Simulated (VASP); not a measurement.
Runs of VASP 6.6.1 on Ge. The structure is that of space group P6_3/mmc (No. 194), or close to it. The cells are those of the table. This isn't the form of Ge at room conditions, which is diamond.

```tsv
task	cell	cutoff (eV)	gap on the mesh (eV)	pressure (GPa)	largest force (eV/Å)
single point	a = 3.916, b = 3.916, c = 6.467 Å, angles 90.0, 90.0, 120.0°, 4 atoms	520	0.23	(b)	0.01
relaxation of cell and atoms	relaxed to 5 GPa from a = 3.998, b = 3.998, c = 6.599 Å, angles 90.0, 90.0, 120.0°, 4 atoms	600	0.23	5.0	-
single point	a = 4.000, b = 4.000, c = 6.590 Å, angles 90.0, 90.0, 120.0°, 4 atoms	520	0.05	0.1	0.01
relaxation of cell and atoms	relaxed from a = 3.998, b = 3.998, c = 6.599 Å, angles 90.0, 90.0, 120.0°, 4 atoms	600	(a)	0.0	-
single point	a = 3.853, b = 3.853, c = 6.369 Å, angles 90.0, 90.0, 120.0°, 4 atoms	520	0.37	10.1	0.01
```

Alike in all rows: level r2SCAN; potentials or basis VASP PAW PBE potentials, release 64 (Ge_d); no spin polarisation; k mesh 6 × 6 × 3; smearing fermi-dirac 0.1 eV.

Problem. Fill in the values left out.

Solution. (a) 0.06; (b) 5.1.

Caveats: the PAW data sets were made with another functional, which shifts forces and pressure a little; an odd mesh through Γ misses points on the zone boundary, where band edges can lie; the cell stands under pressure (at least some runs); the cell is relaxed towards a set pressure, so the run minimises the enthalpy, not the energy (at least some runs).

A k mesh can miss the band edges, and the runs leave out spin-orbit coupling on Ge.
